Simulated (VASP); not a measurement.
The system is Re.

```
CELL_PARAMETERS angstrom
2.76080 0.00000 0.00000
-1.38040 2.39092 0.00000
0.00000 0.00000 4.45820
ATOMIC_POSITIONS crystal
Re 0.66667 0.33333 0.75000
Re 0.33333 0.66667 0.25000
```

- Program: VASP 6.6.1
- Task: relaxation of cell and atoms
- Functional: revPBE
- Potentials or basis: VASP PAW PBE potentials, release 64 (Re)
- Cutoff: 600 eV
- k mesh: 11 × 11 × 6
- Occupations: fermi-dirac, width 0.05 eV
- Spin: no spin polarisation

At the start: pressure 8.4 GPa; volume 14.71 Å³/atom.

Problem. How do energy, volume and symmetry change on relaxing?

Solution. Over 5 steps the energy falls by 8.4 meV/atom and the volume is 15.04 Å³/atom (+2.2 %); space group P6_3/mmc (No. 194, to 0.1 Å) before and after.

Step by step:
| step | energy change (eV) | largest force (eV/Å) | pressure (GPa) | volume (Å³) |
| --- | --- | --- | --- | --- |
| 1 | 0.0000 | 0.0000 | 8.40 | 29.43 |
| 2 | 0.2268 | 0.0000 | -26.03 | 32.84 |
| 3 | -0.0167 | 0.0000 | -0.31 | 30.11 |
| 4 | -0.0167 | 0.0000 | 0.00 | 30.08 |
| 5 | -0.0167 | 0.0000 | 0.00 | 30.08 |

Final structure:
```xyz
2
Lattice="2.7803 0.0000 0.0000 -1.3902 2.4078 0.0000 0.0000 0.0000 4.4937" Properties=species:S:1:pos:R:3 pbc="T T T"
Re    1.3902    0.8026    3.3703
Re    0.0000    1.6052    1.1234
```

Caveat: the PAW data sets were made with another functional, which shifts forces and pressure a little.
